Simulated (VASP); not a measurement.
# HfN (zincblende type) (F-43m) in VASP: single point with PBE

Aim: the single point of HfN (zincblende type) with PBE.

All numbers are computed with VASP 6.6.1; they aren't measurements. Logs are shortened: lines on timing, memory, paths and dates and some standing lists are left out, and cuts for length are marked.

### Step 1. The cell of the first run

It takes space group F-43m (No. 216, cubic). Conventional cell: a = 4.431 Å, b = 4.431 Å, c = 4.431 Å, α = 90.00°, β = 90.00°, γ = 90.00°. Within 2.5 Å of Hf (site symmetry -43m) lie 4 N at 1.92 Å. Within 2.5 Å of N (site symmetry -43m) lie 4 Hf at 1.92 Å.

### Step 2. Single point, PBE

The input, INCAR:

```
SYSTEM = HfN
PREC = Accurate ; ENCUT = 520
EDIFF = 1E-6 ; ISMEAR = -1
SIGMA = 0.05 ; LREAL = .FALSE.
LASPH = .TRUE. ; NELM = 80
ALGO = Normal ; ISIF = 2
LWAVE = .FALSE. ; LCHARG = .FALSE.
GGA = PE ; NBANDS = 14
```

The input, KPOINTS:

```
regular mesh
0
G
  15 15 15
  0 0 0
```

The input, POSCAR:

```
HfN
1.0
    0.0000000000      2.2156449107      2.2156449107
    2.2156449107      0.0000000000      2.2156449107
    2.2156449107      2.2156449107      0.0000000000
Hf N
1 1
Direct
    0.0000000000      0.0000000000      0.0000000000
    0.2500000000      0.2500000000      0.2500000000
```

Potentials or basis: VASP PAW PBE potentials, release 64 (Hf_pv, N).

Started as:

```
> cat potpaw_PBE.64/Hf_pv/POTCAR potpaw_PBE.64/N/POTCAR > POTCAR
> mpirun -np 1 vasp_std > vasp.out
```

OUTCAR:

```text
SYSTEM = HfN
   PREC = Accurate
   ENCUT = 520
   EDIFF = 1E-6
   ISMEAR = -1
   LREAL = .FALSE.
   LASPH = .TRUE.
   NELM = 80
   ISIF = 2
   GGA = PE

 ion  position               nearest neighbor table
   1  0.000  0.000  0.000-   2 1.92   2 1.92   2 1.92   2 1.92
   2  0.250  0.250  0.250-   1 1.92   1 1.92   1 1.92   1 1.92

  LATTYP: Found a face centered cubic cell.
 ALAT       =     4.4312898214

  Lattice vectors:

 A1 = (   0.0000000000,   2.2156449107,   2.2156449107)
 A2 = (   2.2156449107,   0.0000000000,   2.2156449107)
 A3 = (   2.2156449107,   2.2156449107,   0.0000000000)

Analysis of symmetry for initial positions (statically):
=====================================================================
 Subroutine PRICEL returns:
 Original cell was already a primitive cell.

 Routine SETGRP: Setting up the symmetry group for a
 face centered cubic supercell.

 Subroutine GETGRP returns: Found 24 space group operations
 (whereof 24 operations were pure point group operations)
 out of a pool of 48 trial point group operations.

The static configuration has the point symmetry T_d .

Analysis of symmetry for dynamics (positions and initial velocities):
=====================================================================
 Subroutine PRICEL returns:
 Original cell was already a primitive cell.

 Routine SETGRP: Setting up the symmetry group for a
 face centered cubic supercell.

 Subroutine GETGRP returns: Found 24 space group operations
 (whereof 24 operations were pure point group operations)
 out of a pool of 48 trial point group operations.

The dynamic configuration has the point symmetry T_d .

 Subroutine INISYM returns: Found 24 space group operations
 (whereof 24 operations are pure point group operations),
 and found     1 'primitive' translations

----------------------------------------------------------------------------------------

                                     Primitive cell

  volume of cell :      21.7536

  direct lattice vectors                    reciprocal lattice vectors
     0.000000000  2.215644911  2.215644911    -0.225667930  0.225667930  0.225667930
     2.215644911  0.000000000  2.215644911     0.225667930 -0.225667930  0.225667930
     2.215644911  2.215644911  0.000000000     0.225667930  0.225667930 -0.225667930

  length of vectors
     3.133395082  3.133395082  3.133395082     0.390868320  0.390868320  0.390868320

  position of ions in fractional coordinates (direct lattice)
     0.000000000  0.000000000  0.000000000
     0.250000000  0.250000000  0.250000000

  ion indices of the primitive-cell ions
   primitive index   ion index
                 1           1
                 2           2

----------------------------------------------------------------------------------------

 KPOINTS: regular mesh

Automatic generation of k-mesh.
 Grid dimensions read from file:
 generate k-points for:   15   15   15

 Generating k-lattice:

  Cartesian coordinates                     Fractional coordinates (reciprocal lattice)
    -0.015044529  0.015044529  0.015044529     0.066666667  0.000000000  0.000000000
     0.015044529 -0.015044529  0.015044529     0.000000000  0.066666667  0.000000000
     0.015044529  0.015044529 -0.015044529     0.000000000  0.000000000  0.066666667

  Length of vectors
     0.026057888  0.026057888  0.026057888

  Shift w.r.t. Gamma in fractional coordinates (k-lattice)
     0.000000000  0.000000000  0.000000000

 Subroutine IBZKPT returns following result:
 ===========================================

 Found    120 irreducible k-points:

 Following reciprocal coordinates:
            Coordinates               Weight
  0.000000  0.000000  0.000000      1.000000
  0.066667  0.000000  0.000000      8.000000
  0.133333  0.000000  0.000000      8.000000
  0.200000  0.000000  0.000000      8.000000
  0.266667  0.000000  0.000000      8.000000
  0.333333  0.000000  0.000000      8.000000
[... 16 lines left out ...]
  0.133333  0.133333  0.000000      6.000000
  0.200000  0.133333  0.000000     24.000000
 [... further k-points ...]
   k-points           NKPTS =    120   k-points in BZ     NKDIM =    120   number of bands    NBANDS=     14
   number of dos      NEDOS =    301   number of ions     NIONS =      2
   total plane-waves  NPLWV =  13824
   dimension x,y,z NGX =    24 NGY =   24 NGZ =   24
   dimension x,y,z NGXF=    48 NGYF=   48 NGZF=   48
   ions per type =               1   1
   NGX,Y,Z   is equivalent  to a cutoff of  12.73, 12.73, 12.73 a.u.
   NGXF,Y,Z  is equivalent  to a cutoff of  25.47, 25.47, 25.47 a.u.
 SYSTEM =  HfN
   PREC   = accura    normal or accurate (medium, high low for compatibility)
   ISTART =      0    job   : 0-new  1-cont  2-samecut
   ICHARG =      2    charge: 1-file 2-atom 10-const
   ISPIN  =      1    spin polarized calculation?
   LNONCOLLINEAR =      F non collinear calculations
   LSORBIT =      F    spin-orbit coupling
   LASPH  =      T    aspherical Exc in radial PAW
   ENCUT  =  520.0 eV  38.22 Ry    6.18 a.u.   5.83  5.83  5.83*2*pi/ulx,y,z
   NELM   =     80;   NELMIN=  2; NELMDL= -5     # of ELM steps
   EDIFF  = 0.1E-05   stopping-criterion for ELM
   LREAL  =      F    real-space projection
   EDIFFG = 0.1E-04   stopping-criterion for IOM
   NSW    =      0    number of steps for IOM
   IBRION =     -1    ionic relax: 0-MD 1-quasi-New 2-CG
   NFREE  =      0    steps in history (QN), initial steepest desc. (CG)
   ISIF   =      2    stress and relaxation
   ISYM   =      2    0-nonsym 1-usesym 2-fastsym
   POTIM  = 0.5000    time-step for ionic-motion
   TEBEG  =    0.0;   TEEND  =   0.0 temperature during run
   PSTRESS=    0.0 pullay stress
   NELECT =      15.0000    total number of electrons
   NUPDOWN=      -1.0000    fix difference up-down
   EMIN   =  10.00;   EMAX   =-10.00  energy-range for DOS
   EFERMI =   0.00;   METHOD = LEGACY
   ISMEAR =    -1;   SIGMA  =   0.05  broadening in eV -4-tet -1-fermi 0-gaus
   EFERMI_NEDOS =   21; number of points for ismear=-14 and -15
   IALGO  =     38    algorithm
   IMIX   =      4    mixing-type and parameters
     AMIX     =   0.40;   BMIX     =  1.00
     AMIX_MAG =   1.60;   BMIX_MAG =  1.00
  volume/ion in A,a.u.               =      10.88        73.40
  Fermi-wavevector in a.u.,A,eV,Ry     =   1.446311  2.733132 28.460887  2.091816
  Thomas-Fermi vector in A             =   2.564394
   LORBIT       =      0    0 simple, 1 ext, 2 COOP (PROOUT), +10 PAW based schemes
   GGA     = PE    functional components
   LHFCALC =     F    Hartree Fock is set to
   AEXX    =    0.0000 exact exchange contribution
   IVDW    =     0    specifies the selected vdW correction
   LEPSILON=     F    determine dielectric tensor
   LRPA    =     F    only Hartree local field effects (RPA)
 non-spin polarized calculation
  energy-cutoff  :      520.00
  volume of cell :       21.75
 maximum number of plane-waves:       600
   NGX = 11   NGY = 11   NGZ = 11

 number of electron      15.0000002 magnetization

 Free energy of the ion-electron system (eV)
  ---------------------------------------------------
  ext. energy  EPLUGINS =         0.00000000
  ---------------------------------------------------
  free energy    TOTEN  =       -19.13292188 eV

  energy without entropy =      -19.13057478  energy(sigma->0) =      -19.13174833

 E-fermi :   8.3941     XC(G=0): -12.7706

 val. band max:        8.2337666891   @ k =  -0.3333   0.2667   0.0667
 cond. band min:       8.4100916128   @ k =   0.4000   0.2000   0.0000
 fundamental gap:      0.1763249236
 Fermi energy:         8.3941353829

 k-point     1 :       0.0000    0.0000    0.0000
  band No.  band energies     occupation
      1     -21.6951      2.00000
      2     -21.6951      2.00000
      3     -21.6951      2.00000
      4      -9.3321      2.00000
      5       1.3181      2.00000
      6       1.3181      2.00000
      7       1.3181      2.00000
      8       8.4622      0.40792
      9      11.3531      0.00000
     10      11.3531      0.00000
     11      16.9803      0.00000
     12      16.9803      0.00000
     13      16.9803      0.00000
     14      22.0925      0.00000

 k-point     2 :       0.0667    0.0000    0.0000
  band No.  band energies     occupation
      1     -21.7713      2.00000
      2     -21.7037      2.00000
      3     -21.7037      2.00000
      4      -9.2194      2.00000
      5       1.2340      2.00000
      6       1.3718      2.00000
      7       1.3718      2.00000
      8       8.7365      0.00212
      9      11.2139      0.00000
     10      11.2139      0.00000
     11      16.8020      0.00000
     12      17.2403      0.00000
     13      17.2403      0.00000
     14      22.0911      0.00000

 k-point     3 :       0.1333    0.0000    0.0000
  band No.  band energies     occupation
      1     -21.9798      2.00000
      2     -21.7279      2.00000
      3     -21.7279      2.00000
      4      -8.9150      2.00000
      5       1.0665      2.00000
      6       1.5187      2.00000
      7       1.5187      2.00000
      8       9.4394      0.00000
      9      10.9232      0.00000
     10      10.9232      0.00000
     11      16.4129      0.00000
     12      17.8288      0.00000
     13      17.8288      0.00000
     14      22.0749      0.00000
[... 324 lines left out ...]
 k-point    23 :       0.1333    0.1333    0.0000
  band No.  band energies     occupation
      1     -21.9889      2.00000
      2     -21.7810      2.00000
      3     -21.7810      2.00000
      4      -8.7719      2.00000
      5       0.7183      2.00000
      6       1.7409      2.00000
      7       1.7409      2.00000
      8       9.5054      0.00000
      9      10.1139      0.00000
     10      11.7209      0.00000
     11      17.3775      0.00000
     12      17.3775      0.00000
     13      17.6895      0.00000
     14      22.0832      0.00000

 k-point    24 :       0.2000    0.1333    0.0000
  band No.  band energies     occupation
      1     -22.1808      2.00000
      2     -21.8245      2.00000
      3     -21.8158      2.00000
      4      -8.4579      2.00000
      5       0.5375      2.00000
      6       1.9523      2.00000
      7       1.9732      2.00000
      8       9.1926      0.00000
      9      10.6133      0.00000
     10      11.8179      0.00000
     11      17.0735      0.00000
     12      17.6198      0.00000
     13      18.3211      0.00000
     14      21.9976      0.00000

 [... further k-points ...]
[... 5 lines left out ...]
  --------------------------------------------------------------------------------------
  -------------------------------------------------------------------------------------
  Total       15.0716183     15.0716183     15.0716183      0.0000000     -0.0000000      0.0000000
  in kB     1110.0434940   1110.0434940   1110.0434940      0.0000000     -0.0000000      0.0000000
  external PRESSURE =    1110.0434940 kB  Pullay stress =       0.0000000 kB

 VOLUME and BASIS-vectors are now :
 -----------------------------------------------------------------------------
  energy-cutoff  :      520.00
  volume of cell :       21.75
      direct lattice vectors                 reciprocal lattice vectors
     0.000000000  2.215644911  2.215644911    -0.225667930  0.225667930  0.225667930
     2.215644911  0.000000000  2.215644911     0.225667930 -0.225667930  0.225667930
     2.215644911  2.215644911  0.000000000     0.225667930  0.225667930 -0.225667930

 POSITION                                       TOTAL-FORCE (eV/Angst)
 -----------------------------------------------------------------------------------
      0.00000      0.00000      0.00000        -0.000000      0.000000      0.000000
      1.10782      1.10782      1.10782         0.000000     -0.000000     -0.000000
 -----------------------------------------------------------------------------------
    total drift:                               -0.000000     -0.000000     -0.000000

  FREE ENERGIE OF THE ION-ELECTRON SYSTEM (eV)
  ---------------------------------------------------
  free  energy   TOTEN  =       -19.1329218815 eV

  energy  without entropy=      -19.1305747799  energy(sigma->0) =      -19.13174833
```

It took 11 s on 1 thread of Intel Xeon 6975P-C (Granite Rapids), shared host; peak memory 0.16 GiB.

What came out:

* Free energy: -19.1329 eV
* Pressure: 111.0 GPa

Caveat: spin-orbit coupling is left out, which moves the levels of the heavy elements.
